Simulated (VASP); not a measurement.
# MgO (P-6m2) in VASP: notebook

Runs on MgO. Level: LDA. Tasks: single point.

Everything below comes from runs of VASP 6.6.1. Logs are shortened: lines on timing, memory, paths and dates and some standing lists are left out, and cuts for length are marked.

## (1) The cell of the first run

The structure is hexagonal, space group P-6m2 (No. 187). The conventional cell has a = 2.938 Å, b = 2.938 Å, c = 2.680 Å, α = 90.00°, β = 90.00°, γ = 120.00°. Mg (site symmetry -6m2) has 6 O at 2.16 Å and 2 Mg at 2.68 Å within 2.9 Å. O (site symmetry -6m2) has 6 Mg at 2.16 Å and 2 O at 2.68 Å within 2.9 Å.

## (2) Single point, LDA

Input file INCAR:

```
  PREC = Accurate
  ENCUT = 520
  EDIFF = 1E-6
  ISMEAR = 0
  SIGMA = 0.01
  LREAL = False
  LASPH = True
  NELM = 60
  ALGO = Normal
  ISIF = 2
  LWAVE = False
  LCHARG = False
  NBANDS = 11
```

Input file KPOINTS:

```
Automatic mesh
0
Gamma
  12 12 6
```

Input file POSCAR:

```
MgO
1.0
    2.9380210000      0.0000000000      0.0000000000
   -1.4690100000      2.5444010000      0.0000000000
    0.0000000000      0.0000000000      2.6796800000
Mg O
1 1
Direct
    0.0000000000      0.0000000000      0.0000000000
    0.3333333333      0.6666666667      0.5000000000
```

Potentials or basis: VASP PAW LDA potentials, release 64 (Mg, O).

The run is started by

```sh
$ cat potpaw_LDA.64/Mg/POTCAR potpaw_LDA.64/O/POTCAR > POTCAR
$ mpirun -np 1 vasp_std > vasp.out
```

OUTCAR:

```text
PREC = Accurate
   ENCUT = 520
   EDIFF = 1E-6
   ISMEAR = 0
   LREAL = False
   LASPH = True
   NELM = 60
   ISIF = 2

 ion  position               nearest neighbor table
   1  0.000  0.000  0.000-   2 2.16   2 2.16   2 2.16   2 2.16   2 2.16   2 2.16
   2  0.333  0.667  0.500-   1 2.16   1 2.16   1 2.16   1 2.16   1 2.16   1 2.16

  LATTYP: Found a hexagonal cell.
 ALAT       =     2.9380210000
 C/A-ratio  =     0.9120697231

  Lattice vectors:

 A1 = (   2.9380210000,   0.0000000000,   0.0000000000)
 A2 = (  -1.4690100000,   2.5444010000,   0.0000000000)
 A3 = (   0.0000000000,   0.0000000000,   2.6796800000)

Analysis of symmetry for initial positions (statically):
=====================================================================
 Subroutine PRICEL returns:
 Original cell was already a primitive cell.

 Routine SETGRP: Setting up the symmetry group for a
 hexagonal supercell.

 Subroutine GETGRP returns: Found 12 space group operations
 (whereof 12 operations were pure point group operations)
 out of a pool of 24 trial point group operations.

The static configuration has the point symmetry D_3h.

Analysis of symmetry for dynamics (positions and initial velocities):
=====================================================================
 Subroutine PRICEL returns:
 Original cell was already a primitive cell.

 Routine SETGRP: Setting up the symmetry group for a
 hexagonal supercell.

 Subroutine GETGRP returns: Found 12 space group operations
 (whereof 12 operations were pure point group operations)
 out of a pool of 24 trial point group operations.

The dynamic configuration has the point symmetry D_3h.

 Subroutine INISYM returns: Found 12 space group operations
 (whereof 12 operations are pure point group operations),
 and found     1 'primitive' translations

----------------------------------------------------------------------------------------

                                     Primitive cell

  volume of cell :      20.0320

  direct lattice vectors                    reciprocal lattice vectors
     2.938021000  0.000000000  0.000000000     0.340365164  0.196509839  0.000000000
    -1.469010000  2.544401000  0.000000000     0.000000000  0.393019811  0.000000000
     0.000000000  0.000000000  2.679680000     0.000000000  0.000000000  0.373178887

  length of vectors
     2.938021000  2.938020903  2.679680000     0.393019798  0.393019811  0.373178887

[... 87 lines left out ...]
   ISYM   =      2    0-nonsym 1-usesym 2-fastsym
   POTIM  = 0.5000    time-step for ionic-motion
   TEBEG  =    0.0;   TEEND  =   0.0 temperature during run
   PSTRESS=    0.0 pullay stress
   NELECT =       8.0000    total number of electrons
   NUPDOWN=      -1.0000    fix difference up-down
   EMIN   =  10.00;   EMAX   =-10.00  energy-range for DOS
   EFERMI =   0.00;   METHOD = LEGACY
   ISMEAR =     0;   SIGMA  =   0.01  broadening in eV -4-tet -1-fermi 0-gaus
   EFERMI_NEDOS =   21; number of points for ismear=-14 and -15
   IALGO  =     38    algorithm
   IMIX   =      4    mixing-type and parameters
     AMIX     =   0.40;   BMIX     =  1.00
     AMIX_MAG =   1.60;   BMIX_MAG =  1.00
  volume/ion in A,a.u.               =      10.02        67.59
  Fermi-wavevector in a.u.,A,eV,Ry     =   1.205583  2.278221 19.775113  1.453430
  Thomas-Fermi vector in A             =   2.341275
   LORBIT       =      0    0 simple, 1 ext, 2 COOP (PROOUT), +10 PAW based schemes
   GGA     = CA    functional components
   LHFCALC =     F    Hartree Fock is set to
   AEXX    =    0.0000 exact exchange contribution
   IVDW    =     0    specifies the selected vdW correction
   LEPSILON=     F    determine dielectric tensor
   LRPA    =     F    only Hartree local field effects (RPA)
 non-spin polarized calculation
 Gauss-broadening in eV      SIGMA  =   0.01
  energy-cutoff  :      520.00
  volume of cell :       20.03
 maximum number of plane-waves:       562
 NGX is ok and might be reduce to    24
   NGX = 11   NGY = 11   NGZ =  9

 number of electron       7.9999996 magnetization

 Free energy of the ion-electron system (eV)
  ---------------------------------------------------
  ext. energy  EPLUGINS =         0.00000000
  ---------------------------------------------------
  free energy    TOTEN  =       -12.67510928 eV

  energy without entropy =      -12.67510928  energy(sigma->0) =      -12.67510928

 E-fermi :   3.1106     XC(G=0): -11.2315

 val. band max:        2.9897577558   @ k =   0.3333   0.3333   0.0000
 cond. band min:       5.9334410217   @ k =   0.0000   0.0000   0.0000
 fundamental gap:      2.9436832659
 Fermi energy:         3.1106497769

 k-point     1 :       0.0000    0.0000    0.0000
  band No.  band energies     occupation
      1     -14.1736      2.00000
      2       2.3840      2.00000
      3       2.3840      2.00000
      4       2.5812      2.00000
      5       5.9334      0.00000
      6      14.6163      0.00000
      7      18.2820      0.00000
      8      18.2820      0.00000
      9      22.6217      0.00000
     10      23.5516      0.00000
     11      25.1490      0.00000
[... 309 lines left out ...]
 k-point    24 :       0.3333    0.0000    0.1667
  band No.  band energies     occupation
      1     -13.1913      2.00000
      2      -0.8453      2.00000
      3       1.6296      2.00000
      4       1.9472      2.00000
      5       9.5206      0.00000
      6      13.3359      0.00000
      7      17.1821      0.00000
      8      19.2133      0.00000
      9      19.7747      0.00000
     10      25.3427      0.00000
     11      25.7226      0.00000

 [... further k-points ...]

------------------------ aborting loop because EDIFF is reached ----------------------------------------

  FORCE on cell =-STRESS in cart. coord.  units (eV):
  Direction    XX          YY          ZZ          XY          YZ          ZX
  --------------------------------------------------------------------------------------
  -------------------------------------------------------------------------------------
  Total       -1.3069922     -1.3069924     -1.5022069     -0.0000003     -0.0000000     -0.0000000
  in kB     -104.5346345   -104.5346490   -120.1481070     -0.0000205     -0.0000000     -0.0000000
  external PRESSURE =    -109.7391302 kB  Pullay stress =       0.0000000 kB

 VOLUME and BASIS-vectors are now :
 -----------------------------------------------------------------------------
  energy-cutoff  :      520.00
  volume of cell :       20.03
      direct lattice vectors                 reciprocal lattice vectors
     2.938021000  0.000000000  0.000000000     0.340365164  0.196509839  0.000000000
    -1.469010000  2.544401000  0.000000000     0.000000000  0.393019811  0.000000000
     0.000000000  0.000000000  2.679680000     0.000000000  0.000000000  0.373178887

 POSITION                                       TOTAL-FORCE (eV/Angst)
 -----------------------------------------------------------------------------------
      0.00000      0.00000      0.00000         0.000000     -0.000000      0.000000
      0.00000      1.69627      1.33984        -0.000000      0.000000      0.000000
 -----------------------------------------------------------------------------------
    total drift:                                0.000009     -0.000003     -0.000000

  FREE ENERGIE OF THE ION-ELECTRON SYSTEM (eV)
  ---------------------------------------------------
  free  energy   TOTEN  =       -12.6751092817 eV

  energy  without entropy=      -12.6751092817  energy(sigma->0) =      -12.67510928
```

OSZICAR:

```text
N       E                     dE             d eps       ncg     rms          rms(c)
DAV:   1     0.134869901918E+02    0.13487E+02   -0.45125E+03  1880   0.642E+02
DAV:   2    -0.138233114949E+02   -0.27310E+02   -0.26624E+02  1913   0.135E+02
DAV:   3    -0.144240665249E+02   -0.60076E+00   -0.60042E+00  2016   0.180E+01
DAV:   4    -0.144254122984E+02   -0.13458E-02   -0.13458E-02  1842   0.968E-01
DAV:   5    -0.144254166548E+02   -0.43564E-05   -0.43564E-05  1962   0.517E-02    0.718E+00
DAV:   6    -0.127709942489E+02    0.16544E+01   -0.98257E+00  1690   0.165E+01    0.245E+00
DAV:   7    -0.127108538138E+02    0.60140E-01   -0.10295E-01  1815   0.260E+00    0.134E+00
DAV:   8    -0.126757728571E+02    0.35081E-01   -0.53453E-02  1708   0.210E+00    0.266E-01
DAV:   9    -0.126754069579E+02    0.36590E-03   -0.31013E-04  1955   0.134E-01    0.191E-01
DAV:  10    -0.126751122425E+02    0.29472E-03   -0.62690E-04  1768   0.226E-01    0.143E-02
DAV:  11    -0.126751093169E+02    0.29255E-05   -0.10959E-05  1909   0.163E-02    0.549E-03
DAV:  12    -0.126751092817E+02    0.35268E-07   -0.44829E-07   947   0.449E-03
   1 F= -.12675109E+02 E0= -.12675109E+02  d E =-.440880E-68
```

stdout:

```text
POSCAR found type information on POSCAR MgO
 POSCAR found :  2 types and       2 ions
 scaLAPACK will be used
 LDA part: xc-table for (Slater(with rela. corr.)+CA(PZ))
 , standard interpolation
 POSCAR, INCAR and KPOINTS ok, starting setup
 FFT: planning ... GRIDC
 FFT: planning ... GRID_SOFT
 FFT: planning ... GRID
 WAVECAR not read
 entering main loop
```

It took 13 s on 1 thread of Intel Xeon 8259CL, shared host; peak memory 0.14 GiB.

Results:

| Item | Value |
| --- | --- |
| Free energy | -12.6751 eV |
| Pressure | -11.0 GPa |
| Band gap on the k mesh | 2.94 eV, indirect (least direct gap 3.35 eV) |

Stress tensor (GPa, compression positive):
```
-10.45   0.00   0.00
  0.00 -10.45   0.00
  0.00   0.00 -12.01
```

A k mesh can miss the band edges. As with any semilocal functional, this LDA gap is likely too small.

## (3) Single point, LDA

Input file INCAR:

```
SYSTEM = MgO
PREC = Accurate
ENCUT = 520
EDIFF = 1E-6
ISMEAR = 0
SIGMA = 0.01
LREAL = .FALSE.
LASPH = .TRUE.
NELM = 60
ALGO = Normal
ISIF = 2
LWAVE = .FALSE.
LCHARG = .FALSE.
NBANDS = 11
```

Input file KPOINTS:

```
regular mesh
0
G
  12 12 6
  0 0 0
```

POSCAR is that of step 2.

Potentials or basis: VASP PAW LDA potentials, release 64 (Mg, O).

The run is started by

```sh
$ cat potpaw_LDA.64/Mg/POTCAR potpaw_LDA.64/O/POTCAR > POTCAR
$ mpirun -np 1 vasp_std > vasp.out
```

Wall time 13 s (1 thread of Intel Xeon 8259CL, shared host); peak memory 0.13 GiB.

It converged, with:

- Free energy: -12.6751 eV
- Pressure: -11.0 GPa
- Band gap on the k mesh: 2.94 eV, indirect (least direct gap 3.35 eV)

Stress tensor (GPa, compression positive):
```
-10.45   0.00   0.00
  0.00 -10.45   0.00
  0.00   0.00 -12.01
```

Levels at points of the mesh, in eV from the valence-band top:
| k point | band 1 | band 2 | band 3 | band 4 | band 5 | band 6 | band 7 | band 8 | band 9 |
| --- | --- | --- | --- | --- | --- | --- | --- | --- | --- |
| (0.00, 0.00, 0.00) | -17.16 | -0.61 | -0.61 | -0.41 | 2.94 | 11.63 | 15.29 | 15.29 | 19.63 |
| (0.50, 0.00, 0.00) | -16.07 | -4.95 | -1.33 | -0.05 | 6.44 | 10.36 | 12.88 | 17.49 | 18.60 |
| (0.00, 0.00, 0.50) | -16.04 | -5.43 | -0.09 | -0.09 | 8.15 | 8.86 | 17.30 | 17.30 | 18.25 |
| (0.50, 0.00, 0.50) | -15.28 | -3.76 | -3.40 | -0.83 | 5.62 | 11.20 | 13.71 | 14.63 | 14.92 |

A k mesh can miss the band edges. A hybrid or GW would open this gap; LDA tends to underestimate it.

## (4) Single point, LDA

Input file INCAR:

```
ALGO = Normal
EDIFF = 1E-6
ENCUT = 520
GGA = CA
ISIF = 2
ISMEAR = 0
LASPH = True
LCHARG = True
LELF = True
LREAL = False
LVHAR = True
LWAVE = False
NBANDS = 11
NELM = 80
PREC = Accurate
SIGMA = 0.01
```

Input file KPOINTS:

```
k-points
0
Gamma
  12 12 6
```

POSCAR is that of step 3.

The run is started by

```sh
$ cat potpaw_LDA.64/Mg/POTCAR potpaw_LDA.64/O/POTCAR > POTCAR
$ mpirun -np 1 vasp_std > vasp.out
```

Wall time 17 s (1 thread of Intel Xeon 8259CL, shared host); peak memory 0.13 GiB.

Results (log left out):

* Free energy: -12.6751 eV
* Pressure: -11.0 GPa
* Band gap on the k mesh: 2.94 eV, indirect (least direct gap 3.35 eV)

Stress tensor (GPa, compression positive):
```
-10.45   0.00   0.00
  0.00 -10.45   0.00
  0.00   0.00 -12.01
```

Levels at points of the mesh, in eV from the valence-band top:
| k point | band 1 | band 2 | band 3 | band 4 | band 5 | band 6 | band 7 | band 8 | band 9 |
| --- | --- | --- | --- | --- | --- | --- | --- | --- | --- |
| (0.00, 0.00, 0.00) | -17.16 | -0.61 | -0.61 | -0.41 | 2.94 | 11.63 | 15.29 | 15.29 | 19.63 |
| (0.50, 0.00, 0.00) | -16.07 | -4.95 | -1.33 | -0.05 | 6.44 | 10.36 | 12.88 | 17.49 | 18.60 |
| (0.00, 0.00, 0.50) | -16.04 | -5.43 | -0.09 | -0.09 | 8.15 | 8.86 | 17.30 | 17.30 | 18.25 |
| (0.50, 0.00, 0.50) | -15.28 | -3.76 | -3.40 | -0.83 | 5.62 | 11.20 | 13.71 | 14.63 | 14.92 |
